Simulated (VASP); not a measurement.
A run of VASP 6.6.1 is set up as follows.

The input INCAR:

```
SYSTEM = Al2BP3
ALGO = Normal ; EDIFF = 1E-6
ENCUT = 520 ; GGA = PE
ISIF = 2 ; ISMEAR = 0
LASPH = .True. ; LCHARG = .True.
LELF = .True. ; LREAL = .False.
LVHAR = .True. ; LWAVE = .False.
NBANDS = 21 ; NELM = 100
PREC = Accurate ; SIGMA = 0.02
```

The input KPOINTS:

```
k-points
0
Gamma
  10 10 10
  0 0 0
```

POSCAR

```
Al2BP3
1.0
   -1.8115283790      1.8115283790      8.0554756010
    1.8115283790     -1.8115283790      8.0554756010
    1.8115283790      1.8115283790     -8.0554756010
Al B P
2 1 3
Direct
    0.6592466296      0.6592466296      0.0000000000
    0.3407533704      0.3407533704      0.0000000000
    0.0000000000      0.0000000000      0.0000000000
    0.5668026261      0.0668026261      0.5000000000
    0.2500000000      0.7500000000      0.5000000000
    0.9331973739      0.4331973739      0.5000000000
```

Potentials or basis: VASP PAW PBE potentials, release 64 (Al, B, P).

Launch:

```console
$ cat potpaw_PBE.64/Al/POTCAR potpaw_PBE.64/B/POTCAR potpaw_PBE.64/P/POTCAR > POTCAR
$ mpirun -np 1 vasp_std > vasp.out
```

**Question.** What does it give for the largest force?

**Answer.** 0.008 eV/Å.

**Question.** Predict the pressure.

**Answer.** -0.1 GPa.

**Question.** Predict the band gap on the k mesh.

**Answer.** 0.90 eV, indirect (least direct gap 1.05 eV).

Forces in eV/Å, atoms in the order of the input:
```
Al   0.000  0.000  0.004
Al   0.000  0.000 -0.004
B    0.000  0.000  0.000
P    0.000  0.000  0.008
P    0.000  0.000  0.000
P    0.000  0.000 -0.008
```

A k mesh can miss the band edges. A hybrid or GW would open this gap; PBE tends to underestimate it.
